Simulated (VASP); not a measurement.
Set up this calculation in VASP 6.6.1, as the native input.

```
Task                   : single point
Functional             : PBE
Potentials or basis    : VASP PAW PBE potentials, release 64 (Ga_d, N)
Cutoff                 : 520 eV
k mesh                 : 10 × 10 × 10
Occupations            : fermi-dirac, width 0.02 eV
Spin                   : no spin polarisation
Dipole correction      : no
Further INCAR settings : ALGO = Normal; EDIFF = 1e-06; NBANDS = 16
```

The structure of GaN lies in POSCAR:

```
GaN
1.0
    0.0000000000      2.1085152370      2.0979726608
    2.1085152370      0.0000000000      2.0979726608
    2.1085152370      2.1085152370      0.0000000000
Ga N
1 1
Direct
    0.0000000000      0.0000000000      0.0000000000
    0.5000000000      0.5000000000      0.5000000000
```

This cell differs from its parent crystal: uniaxial z strain -0.5%.

The input as run:

INCAR

```
SYSTEM = GaN
PREC = Accurate
ENCUT = 520
EDIFF = 1E-6
ISMEAR = -1
SIGMA = 0.02
LREAL = .False.
LASPH = .True.
NELM = 80
ALGO = Normal
ISIF = 2
LWAVE = .False.
LCHARG = .False.
GGA = PE
NBANDS = 16
```

KPOINTS

```
Automatic mesh
0
Gamma
  10 10 10
  0 0 0
```

Potentials or basis: VASP PAW PBE potentials, release 64 (Ga_d, N).

Command:

```bash
$ cat potpaw_PBE.64/Ga_d/POTCAR potpaw_PBE.64/N/POTCAR > POTCAR
$ mpirun -np 1 vasp_std > vasp.out
```

It gave:

```
Pressure               : 10.4 GPa
Band gap on the k mesh : 0.65 eV, indirect (least direct gap 2.88 eV)
```

Caveat: the cell differs from its parent crystal (uniaxial z strain -0.5%).

It took 14 s on 1 thread of Intel(R) Xeon(R) Platinum 8488C (Sapphire Rapids), with other jobs on the host, peak memory 0.15 GiB.
